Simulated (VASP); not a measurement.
# ZrCu (Pm-3m) in VASP: electric field gradients with LDA

Aim: the electric field gradients of ZrCu with LDA.

Program: VASP 6.6.1. These are calculated values, not measurements. Logs are shortened: lines on timing, memory, paths and dates and some standing lists are left out, and cuts for length are marked.

## 1. The cell of the first run

Symmetry: Pm-3m, No. 221, cubic system. The conventional cell has a = 2.582 Å, b = 2.582 Å, c = 2.582 Å, α = 90.00°, β = 90.00°, γ = 90.00°. Within 3.0 Å of Zr (site symmetry m-3m) lie 8 Cu at 2.24 Å and 6 Zr at 2.58 Å. Within 3.0 Å of Cu (site symmetry m-3m) lie 8 Zr at 2.24 Å and 6 Cu at 2.58 Å.

## 2. Electric field gradients, LDA (8.60 Å³/atom)

INCAR reads:

```
SYSTEM = ZrCu
  ALGO = Normal
  EDIFF = 1E-8
  ENCUT = 520
  ISIF = 2
  ISMEAR = -1
  LASPH = .True.
  LCHARG = .False.
  LEFG = .True.
  LREAL = .False.
  LWAVE = .False.
  NBANDS = 18
  NELM = 80
  PREC = Accurate
  SIGMA = 0.05
```

KPOINTS reads:

```
k-points
0
Gamma
  11 11 11
  0 0 0
```

POSCAR reads:

```
ZrCu
1.0
    2.5816413261      0.0000000000      0.0000000000
    0.0000000000      2.5816413261      0.0000000000
    0.0000000000      0.0000000000      2.5816413261
Zr Cu
1 1
Direct
    0.5000000000      0.5000000000      0.5000000000
    0.0000000000      0.0000000000      0.0000000000
```

Potentials or basis: VASP PAW LDA potentials, release 64 (Zr_sv, Cu).

Run with:

```console
cat potpaw_LDA.64/Zr_sv/POTCAR potpaw_LDA.64/Cu/POTCAR > POTCAR
mpirun -np 1 vasp_std > vasp.out
```

OUTCAR:

```text
SYSTEM = ZrCu
   EDIFF = 1E-8
   ENCUT = 520
   ISIF = 2
   ISMEAR = -1
   LASPH = .True.
   LREAL = .False.
   NELM = 80
   PREC = Accurate

 ion  position               nearest neighbor table
   1  0.500  0.500  0.500-   2 2.24   2 2.24   2 2.24   2 2.24   2 2.24   2 2.24   2 2.24   2 2.24

   2  0.000  0.000  0.000-   1 2.24   1 2.24   1 2.24   1 2.24   1 2.24   1 2.24   1 2.24   1 2.24

  LATTYP: Found a simple cubic cell.
 ALAT       =     2.5816413261

  Lattice vectors:

 A1 = (   2.5816413261,   0.0000000000,   0.0000000000)
 A2 = (   0.0000000000,   2.5816413261,   0.0000000000)
 A3 = (   0.0000000000,   0.0000000000,   2.5816413261)

Analysis of symmetry for initial positions (statically):
=====================================================================
 Subroutine PRICEL returns:
 Original cell was already a primitive cell.

 Routine SETGRP: Setting up the symmetry group for a
 simple cubic supercell.

 Subroutine GETGRP returns: Found 48 space group operations
 (whereof 48 operations were pure point group operations)
 out of a pool of 48 trial point group operations.

The static configuration has the point symmetry O_h .

Analysis of symmetry for dynamics (positions and initial velocities):
=====================================================================
 Subroutine PRICEL returns:
 Original cell was already a primitive cell.

 Routine SETGRP: Setting up the symmetry group for a
 simple cubic supercell.

 Subroutine GETGRP returns: Found 48 space group operations
 (whereof 48 operations were pure point group operations)
 out of a pool of 48 trial point group operations.

The dynamic configuration has the point symmetry O_h .

 Subroutine INISYM returns: Found 48 space group operations
 (whereof 48 operations are pure point group operations),
 and found     1 'primitive' translations

----------------------------------------------------------------------------------------

                                     Primitive cell

  volume of cell :      17.2063

  direct lattice vectors                    reciprocal lattice vectors
     2.581641326  0.000000000  0.000000000     0.387350477  0.000000000  0.000000000
     0.000000000  2.581641326  0.000000000     0.000000000  0.387350477  0.000000000
[... 123 lines left out ...]
 number of electron      22.9999977 magnetization

 Free energy of the ion-electron system (eV)
  ---------------------------------------------------
  ext. energy  EPLUGINS =         0.00000000
  ---------------------------------------------------
  free energy    TOTEN  =        -5.10793836 eV

  energy without entropy =       -5.09889899  energy(sigma->0) =       -5.10341867

 E-fermi :  19.9298     XC(G=0): -15.9834

 val. band max:       19.9240807306   @ k =   0.2727   0.1818   0.1818
 cond. band min:      19.9456754502   @ k =   0.1818   0.0909   0.0909
 fundamental gap:      0.0215947196
 Fermi energy:        19.9298222810

 k-point     1 :       0.0000    0.0000    0.0000
  band No.  band energies     occupation
      1     -28.6945      2.00000
      2      -5.3639      2.00000
      3      -5.3639      2.00000
      4      -5.3639      2.00000
      5      10.1849      2.00000
      6      10.1849      2.00000
[... 481 lines left out ...]
      5      11.4061      2.00000
      6      12.3405      2.00000
[... 10 lines left out ...]
     17      35.0933      0.00000
     18      36.8211      0.00000

 [... further k-points ...]

------------------------ aborting loop because EDIFF is reached ----------------------------------------

  FORCE on cell =-STRESS in cart. coord.  units (eV):
  Direction    XX          YY          ZZ          XY          YZ          ZX
  --------------------------------------------------------------------------------------
  -------------------------------------------------------------------------------------
  Total       34.9893582     34.9893582     34.9893582      0.0000000     -0.0000000      0.0000000
  in kB     3258.0582591   3258.0582591   3258.0582591      0.0000000     -0.0000000      0.0000000
  external PRESSURE =    3258.0582591 kB  Pullay stress =       0.0000000 kB

 VOLUME and BASIS-vectors are now :
 -----------------------------------------------------------------------------
  energy-cutoff  :      520.00
  volume of cell :       17.21
      direct lattice vectors                 reciprocal lattice vectors
     2.581641326  0.000000000  0.000000000     0.387350477  0.000000000  0.000000000
     0.000000000  2.581641326  0.000000000     0.000000000  0.387350477  0.000000000
     0.000000000  0.000000000  2.581641326     0.000000000  0.000000000  0.387350477

 POSITION                                       TOTAL-FORCE (eV/Angst)
 -----------------------------------------------------------------------------------
      1.29082      1.29082      1.29082         0.000000      0.000000      0.000000
      0.00000      0.00000      0.00000         0.000000      0.000000      0.000000
 -----------------------------------------------------------------------------------
    total drift:                                0.000000      0.000000      0.000000

  FREE ENERGIE OF THE ION-ELECTRON SYSTEM (eV)
  ---------------------------------------------------
  free  energy   TOTEN  =        -5.1079383576 eV

  energy  without entropy=       -5.0988989920  energy(sigma->0) =       -5.10341867

 Electric field gradients (V/A^2)
---------------------------------------------------------------------
 ion       V_xx      V_yy      V_zz      V_xy      V_xz      V_yz
---------------------------------------------------------------------
   1      -0.000    -0.000    -0.000     0.000    -0.000     0.000
   2      -0.000     0.000     0.000     0.000    -0.000    -0.000
---------------------------------------------------------------------

 Electric field gradients after diagonalization (V/A^2)
 (convention: |V_zz| > |V_xx| > |V_yy|)
----------------------------------------------------------------------
 ion       V_xx      V_yy      V_zz     asymmetry (V_yy - V_xx)/ V_zz
----------------------------------------------------------------------
   1      -0.000    -0.000    -0.000      -0.150
   2       0.000    -0.000     0.000      -0.213
----------------------------------------------------------------------

           NMR quadrupolar parameters

 Cq : quadrupolar parameter    Cq=e*Q*V_zz/h
 eta: asymmetry parameters     (V_yy - V_xx)/ V_zz
 Q  : nuclear electric quadrupole moment in mb (millibarn)
----------------------------------------------------------------------
 ion       Cq(MHz)       eta       Q (mb)
----------------------------------------------------------------------
   1      -0.000      -0.150       1.000
   2       0.000      -0.213       1.000
----------------------------------------------------------------------
```

OSZICAR:

```text
N       E                     dE             d eps       ncg     rms          rms(c)
DAV:   1     0.162274674790E+03    0.16227E+03   -0.12243E+04  2376   0.206E+03
DAV:   2     0.467249305200E+01   -0.15760E+03   -0.15166E+03  2084   0.382E+02
DAV:   3    -0.641699925536E+01   -0.11089E+02   -0.10777E+02  3248   0.916E+01
DAV:   4    -0.677470215395E+01   -0.35770E+00   -0.35547E+00  2622   0.135E+01
DAV:   5    -0.678716183180E+01   -0.12460E-01   -0.12455E-01  2710   0.196E+00    0.492E+01
DAV:   6    -0.638760638517E+01    0.39956E+00   -0.18231E+01  2156   0.136E+02    0.274E+01
DAV:   7    -0.531113475968E+01    0.10765E+01   -0.69356E+00  2178   0.826E+01    0.161E+01
DAV:   8    -0.511496262148E+01    0.19617E+00   -0.64159E-01  3060   0.220E+01    0.120E+00
DAV:   9    -0.511927527623E+01   -0.43127E-02   -0.14623E-01  2978   0.119E+01    0.900E-01
DAV:  10    -0.510794953076E+01    0.11326E-01   -0.36479E-02  2806   0.596E+00    0.189E-01
DAV:  11    -0.510795097037E+01   -0.14396E-05   -0.10926E-03  2614   0.306E-01    0.326E-02
DAV:  12    -0.510793845673E+01    0.12514E-04   -0.10590E-04  2640   0.294E-01    0.213E-02
DAV:  13    -0.510793842556E+01    0.31170E-07   -0.10857E-05  3004   0.536E-02    0.989E-03
DAV:  14    -0.510793836476E+01    0.60806E-07   -0.14252E-07  2870   0.616E-03    0.166E-03
DAV:  15    -0.510793835760E+01    0.71577E-08   -0.11571E-08  1802   0.115E-03
   1 F= -.51079384E+01 E0= -.51034187E+01  d E =-.903937E-02
```

stdout:

```text
POSCAR found type information on POSCAR ZrCu
 POSCAR found :  2 types and       2 ions
 scaLAPACK will be used
 LDA part: xc-table for (Slater(with rela. corr.)+CA(PZ))
 , standard interpolation
 POSCAR, INCAR and KPOINTS ok, starting setup
 FFT: planning ... GRIDC
 FFT: planning ... GRID_SOFT
 FFT: planning ... GRID
 WAVECAR not read
 entering main loop
ion   1

ion   2
```

Wall time 31 s (1 thread of Intel Xeon 8259CL, shared host); peak memory 0.13 GiB.

What came out:

```yaml
Free_energy: -5.1079 eV
Pressure: 325.8 GPa
Band_gap_on_the_k_mesh: zero (an odd number of electrons rules out a gap without spin polarisation)
Largest_electric_field_gradient_by_atom: zero within the noise of the run
```

Levels at points of the mesh, in eV from the Fermi level:
```
           k point  band 9  band 10  band 11  band 12  band 13  band 14  band 15  band 16
(0.00, 0.00, 0.00)   -6.18    -6.18    -0.69    -0.69     7.94     7.94     7.94    12.13
```

Caveat: the cell stands under pressure.
